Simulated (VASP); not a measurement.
# ZrSi7 in VASP: notebook

Runs on ZrSi7. Level: PBE. Tasks: single point.

All numbers are computed with VASP 6.6.1; they aren't measurements. Logs are shortened: lines on timing, memory, paths and dates and some standing lists are left out, and cuts for length are marked.

## (1) The cell of the first run

The cell holds an amorphous packing of atoms, 16 atoms: a = 6.389 Å, b = 6.560 Å, c = 6.442 Å, α = 89.98°, β = 87.19°, γ = 86.27°.

## (2) Single point, PBE

File INCAR:

```
SYSTEM = ZrSi7
  ALGO = Normal
  EDIFF = 1E-6
  ENCUT = 520
  GGA = PE
  ISIF = 2
  ISMEAR = -1
  ISYM = 0
  LASPH = .TRUE.
  LCHARG = .TRUE.
  LELF = .TRUE.
  LREAL = Auto
  LVHAR = .TRUE.
  LWAVE = .FALSE.
  NBANDS = 54
  NELM = 60
  PREC = Accurate
  SIGMA = 0.218
```

File KPOINTS:

```
Automatic mesh
0
Gamma
  1 1 1
  0.25 0.25 0.25
```

File POSCAR:

```
ZrSi7
1.0
    6.3834610000      0.2107420000      0.1575520000
    0.2107420000      6.5561630000     -0.0013120000
    0.1575520000     -0.0013120000      6.4400080000
Si Zr
14 2
Direct
    0.5812626726      0.6567234091      0.8065349491
    0.7022483369      0.3017750704      0.2056174929
    0.7656522945      0.6539655421      0.5005993708
    1.1930724174      0.1243964662      0.8391590915
    0.2320795384      0.8087625519      0.6532197632
    0.2521194556      0.2604468059      0.5242917061
    0.5407553213      0.2576585260      0.8987446857
    0.8706659257      0.3254499003      0.5468547294
    0.8618639625      0.9567017735      0.4304151178
   -0.0842963650      0.5089248970      0.8870386140
    0.0496804776      0.1396019388      0.1972784660
    0.4060076422      0.5148233748      0.4221218564
    0.2278089419      0.4190331995      0.1264256220
    0.5103136150      1.0404825804      0.3002345933
    0.8174419264      0.8505603939      1.0350077709
    0.3160590556      0.7632902882      1.0841945694
```

Potentials or basis: VASP PAW PBE potentials, release 64 (Si, Zr_sv).

Launch:

```sh
> cat potpaw_PBE.64/Si/POTCAR potpaw_PBE.64/Zr_sv/POTCAR > POTCAR
> mpirun -np 1 vasp_std > vasp.out
```

OUTCAR:

```text
SYSTEM = ZrSi7
   EDIFF = 1E-6
   ENCUT = 520
   GGA = PE
   ISIF = 2
   ISMEAR = -1
   ISYM = 0
   LASPH = .TRUE.
   LREAL = Auto
   NELM = 60
   PREC = Accurate

 ion  position               nearest neighbor table
   1  0.581  0.657  0.807-   3 2.25  10 2.37  16 2.47  15 2.56   5 2.62   7 2.71  12 2.94
   2  0.702  0.302  0.206-  14 2.24   7 2.30  11 2.40   8 2.50  12 2.62  10 2.81   9 2.85   3 3.05
                            13 3.14  15 3.19
   3  0.766  0.654  0.501-   9 2.16   8 2.24   1 2.25  12 2.60  10 2.85   2 3.05  15 3.27
   4  0.193  0.124  0.839-   6 2.24   5 2.39  11 2.44   7 2.49  13 2.70  16 2.93  10 2.99   8 3.09
                            15 3.29
   5  0.232  0.809  0.653-   4 2.39  12 2.59   1 2.62  16 2.87   9 2.94   6 3.09  15 3.52
   6  0.252  0.260  0.524-  12 2.08   4 2.24   8 2.44  14 2.52  11 2.67  13 2.77   5 3.09   7 3.11

   7  0.541  0.258  0.899-   2 2.30   4 2.49  13 2.59   1 2.71  14 2.96  10 2.99   8 3.07   6 3.11
                            15 3.25
   8  0.871  0.325  0.547-   3 2.24   6 2.44   2 2.50   9 2.54  10 2.54  11 2.73   7 3.07   4 3.09

   9  0.862  0.957  0.430-   3 2.16  11 2.27  14 2.46   8 2.54  15 2.67   2 2.85   5 2.94
  10  0.916  0.509  0.887-   1 2.37  15 2.47   8 2.54  13 2.62   2 2.81   3 2.85   7 2.99   4 2.99
                            16 3.44
  11  0.050  0.140  0.197-  13 2.25   9 2.27   2 2.40   4 2.44   6 2.67  15 2.72   8 2.73  16 2.98
                            14 3.08
  12  0.406  0.515  0.422-   6 2.08  13 2.37   5 2.59   3 2.60   2 2.62  16 2.78   1 2.94
  13  0.228  0.419  0.126-  11 2.25  12 2.37  16 2.38   7 2.59  10 2.62   4 2.70   6 2.77   2 3.14

  14  0.510  0.040  0.300-   2 2.24   9 2.46   6 2.52  16 2.69  15 2.77   7 2.96  11 3.08
  15  0.817  0.851  0.035-  10 2.47   1 2.56   9 2.67  11 2.72  14 2.77   2 3.19  16 3.23   7 3.25
                             3 3.27  16 3.29   4 3.29   5 3.52
  16  0.316  0.763  0.084-  13 2.38   1 2.47  14 2.69  12 2.78   5 2.87   4 2.93  11 2.98  15 3.23
                            15 3.29  10 3.44

IMPORTANT INFORMATION: All symmetrisations will be switched off!
NOSYMM: (Re-)initialisation of all symmetry stuff for point group C_1.

----------------------------------------------------------------------------------------

                                     Primitive cell

  volume of cell :     269.0720

  direct lattice vectors                    reciprocal lattice vectors
     6.383461000  0.210742000  0.157552000     0.156916149 -0.005044698 -0.003839913
     0.210742000  6.556163000 -0.001312000    -0.005044698  0.152690428  0.000154523
     0.157552000 -0.001312000  6.440008000    -0.003839913  0.000154523  0.155373284

  length of vectors
     6.388881683  6.559549313  6.441935066     0.157044171  0.152773818  0.155420803

  position of ions in fractional coordinates (direct lattice)
     0.581262673  0.656723409  0.806534949
     0.702248337  0.301775070  0.205617493
     0.765652295  0.653965542  0.500599371
     0.193072417  0.124396466  0.839159092
     0.232079538  0.808762552  0.653219763
     0.252119456  0.260446806  0.524291706
[... 8 lines left out ...]
     0.817441926  0.850560394  0.035007771
     0.316059056  0.763290288  0.084194569

  ion indices of the primitive-cell ions
   primitive index   ion index
                 1           1
                 2           2
                 3           3
                 4           4
                 5           5
                 6           6
[... 8 lines left out ...]
                15          15
                16          16

----------------------------------------------------------------------------------------

 KPOINTS: Automatic mesh

Automatic generation of k-mesh.
 Grid dimensions read from file:
 generate k-points for:    1    1    1

 Generating k-lattice:

  Cartesian coordinates                     Fractional coordinates (reciprocal lattice)
     0.156916149 -0.005044698 -0.003839913     1.000000000 -0.000000000  0.000000000
    -0.005044698  0.152690428  0.000154523    -0.000000000  1.000000000  0.000000000
    -0.003839913  0.000154523  0.155373284    -0.000000000  0.000000000  1.000000000

  Length of vectors
     0.157044171  0.152773818  0.155420803

  Shift w.r.t. Gamma in fractional coordinates (k-lattice)
     0.250000000  0.250000000  0.250000000

 Subroutine IBZKPT returns following result:
 ===========================================

 Found      1 irreducible k-points:

 Following reciprocal coordinates:
            Coordinates               Weight
  0.250000  0.250000  0.250000      2.000000
   k-points           NKPTS =      1   k-points in BZ     NKDIM =      1   number of bands    NBANDS=     54
   number of dos      NEDOS =    301   number of ions     NIONS =     16
   total plane-waves  NPLWV = 115200
   dimension x,y,z NGX =    48 NGY =   50 NGZ =   48
   dimension x,y,z NGXF=    96 NGYF=  100 NGZF=   96
   ions per type =              14   2
   NGX,Y,Z   is equivalent  to a cutoff of  12.49, 12.67, 12.39 a.u.
   NGXF,Y,Z  is equivalent  to a cutoff of  24.98, 25.34, 24.77 a.u.
 SYSTEM =  ZrSi7
   PREC   = accura    normal or accurate (medium, high low for compatibility)
   ISTART =      0    job   : 0-new  1-cont  2-samecut
   ICHARG =      2    charge: 1-file 2-atom 10-const
   ISPIN  =      1    spin polarized calculation?
   LNONCOLLINEAR =      F non collinear calculations
   LSORBIT =      F    spin-orbit coupling
   LASPH  =      T    aspherical Exc in radial PAW
   ENCUT  =  520.0 eV  38.22 Ry    6.18 a.u.  11.88 12.20 11.98*2*pi/ulx,y,z
   NELM   =     60;   NELMIN=  2; NELMDL= -5     # of ELM steps
   EDIFF  = 0.1E-05   stopping-criterion for ELM
   LREAL  =      T    real-space projection
   EDIFFG = 0.1E-04   stopping-criterion for IOM
   NSW    =      0    number of steps for IOM
   IBRION =     -1    ionic relax: 0-MD 1-quasi-New 2-CG
   NFREE  =      0    steps in history (QN), initial steepest desc. (CG)
   ISIF   =      2    stress and relaxation
   ISYM   =      0    0-nonsym 1-usesym 2-fastsym
   POTIM  = 0.5000    time-step for ionic-motion
   TEBEG  =    0.0;   TEEND  =   0.0 temperature during run
   PSTRESS=    0.0 pullay stress
   NELECT =      80.0000    total number of electrons
   NUPDOWN=      -1.0000    fix difference up-down
   EMIN   =  10.00;   EMAX   =-10.00  energy-range for DOS
   EFERMI =   0.00;   METHOD = LEGACY
   ISMEAR =    -1;   SIGMA  =   0.22  broadening in eV -4-tet -1-fermi 0-gaus
   EFERMI_NEDOS =   21; number of points for ismear=-14 and -15
   IALGO  =     38    algorithm
   IMIX   =      4    mixing-type and parameters
     AMIX     =   0.40;   BMIX     =  1.00
     AMIX_MAG =   1.60;   BMIX_MAG =  1.00
  volume/ion in A,a.u.               =      16.82       113.49
  Fermi-wavevector in a.u.,A,eV,Ry     =   1.092652  2.064814 16.243848  1.193889
  Thomas-Fermi vector in A             =   2.228922
   LORBIT       =      0    0 simple, 1 ext, 2 COOP (PROOUT), +10 PAW based schemes
   GGA     = PE    functional components
   LHFCALC =     F    Hartree Fock is set to
   AEXX    =    0.0000 exact exchange contribution
   IVDW    =     0    specifies the selected vdW correction
   LEPSILON=     F    determine dielectric tensor
   LRPA    =     F    only Hartree local field effects (RPA)
 non-spin polarized calculation
  energy-cutoff  :      520.00
  volume of cell :      269.07
 maximum number of plane-waves:      7248
 NGX is ok and might be reduce to    48
   NGX = 23   NGY = 25   NGZ = 23

 number of electron      79.9999999 magnetization

 Free energy of the ion-electron system (eV)
  ---------------------------------------------------
  ext. energy  EPLUGINS =         0.00000000
  ---------------------------------------------------
  free energy    TOTEN  =       -85.56112729 eV

  energy without entropy =      -84.31522559  energy(sigma->0) =      -84.93817644

 E-fermi :   8.5364     XC(G=0): -10.6461

 val. band max:        8.4781228522   @ k =   0.2500   0.2500   0.2500
 cond. band min:       8.6875997238   @ k =   0.2500   0.2500   0.2500
 fundamental gap:      0.2094768716
 Fermi energy:         8.5363541537

 k-point     1 :       0.2500    0.2500    0.2500
  band No.  band energies     occupation
      1     -40.4333      2.00000
      2     -39.9987      2.00000
      3     -18.6653      2.00000
      4     -18.6127      2.00000
      5     -18.5319      2.00000
      6     -18.2985      2.00000
[... 44 lines left out ...]
     51      11.1668      0.00001
     52      11.3746      0.00000
 [bands above 52 left out]

------------------------ aborting loop because EDIFF is reached ----------------------------------------

  FORCE on cell =-STRESS in cart. coord.  units (eV):
  Direction    XX          YY          ZZ          XY          YZ          ZX
  --------------------------------------------------------------------------------------
  -------------------------------------------------------------------------------------
  Total       16.2662581     22.7582950     13.5979471     14.2700024      0.8559876      8.9682915
  in kB       96.8567180    135.5132662     80.9683778     84.9701015      5.0969404     53.4012973
  external PRESSURE =     104.4461207 kB  Pullay stress =       0.0000000 kB

 VOLUME and BASIS-vectors are now :
 -----------------------------------------------------------------------------
  energy-cutoff  :      520.00
  volume of cell :      269.07
      direct lattice vectors                 reciprocal lattice vectors
     6.383461000  0.210742000  0.157552000     0.156916149 -0.005044698 -0.003839913
     0.210742000  6.556163000 -0.001312000    -0.005044698  0.152690428  0.000154523
     0.157552000 -0.001312000  6.440008000    -0.003839913  0.000154523  0.155373284

 POSITION                                       TOTAL-FORCE (eV/Angst)
 -----------------------------------------------------------------------------------
      3.97594      4.42702      5.28481        -1.700572     -0.996063     -1.452847
      4.57877      2.12621      1.43442         0.935089      2.128537      0.243269
      5.10420      4.44820      3.34364        -0.764268     -0.521076     -1.766265
      1.39090      0.85515      5.43445         0.014521      0.203400      0.680414
      1.75483      5.35043      4.24224        -0.736742     -0.985463     -0.627299
      1.74688      1.75998      3.41582        -1.283786     -2.713552     -0.018920
[... 8 lines left out ...]
      5.40287      5.74864      0.35312        -0.411002      1.327883      0.224403
      2.19167      5.07075      0.59101        -0.396564      3.533957      0.534792
 -----------------------------------------------------------------------------------
    total drift:                                0.002039      0.003142     -0.003597

  FREE ENERGIE OF THE ION-ELECTRON SYSTEM (eV)
  ---------------------------------------------------
  free  energy   TOTEN  =       -85.5611272878 eV

  energy  without entropy=      -84.3152255914  energy(sigma->0) =      -84.93817644
```

Run time: 25 s. Hardware: 1 thread of Intel Xeon Platinum 8488C (Sapphire Rapids), shared host; peak memory 0.31 GiB.

What came out:

```yaml
Free_energy: -85.5611 eV
Pressure: 10.4 GPa
Largest_force: 4.751 eV/Å
Band_gap_on_the_k_mesh: 0.21 eV
```

Forces in eV/Å, atoms in the order of the input:
```
Si  -1.701 -0.996 -1.453
Si   0.935  2.129  0.243
Si  -0.764 -0.521 -1.766
Si   0.015  0.203  0.680
Si  -0.737 -0.985 -0.627
Si  -1.284 -2.714 -0.019
Si  -0.957  0.095 -1.187
Si   0.765 -2.035  0.115
Si   1.205  1.598  2.571
Si   2.252 -2.230 -0.131
Si   1.677  0.244  0.268
Si   2.626  3.957 -0.124
Si  -0.896 -2.649 -0.473
Si  -2.328 -0.958  1.144
Zr  -0.411  1.328  0.224
Zr  -0.397  3.534  0.535
```

Levels at points of the mesh, in eV from the valence-band top:
```csv
k point,band 38,band 39,band 40,band 41,band 42,band 43
"(0.25, 0.25, 0.25)",-0.59,-0.41,0.00,0.21,0.37,0.71
```

Caveat: the k points lie up to 0.99 Å⁻¹ apart.

[end of part 1 of 3]
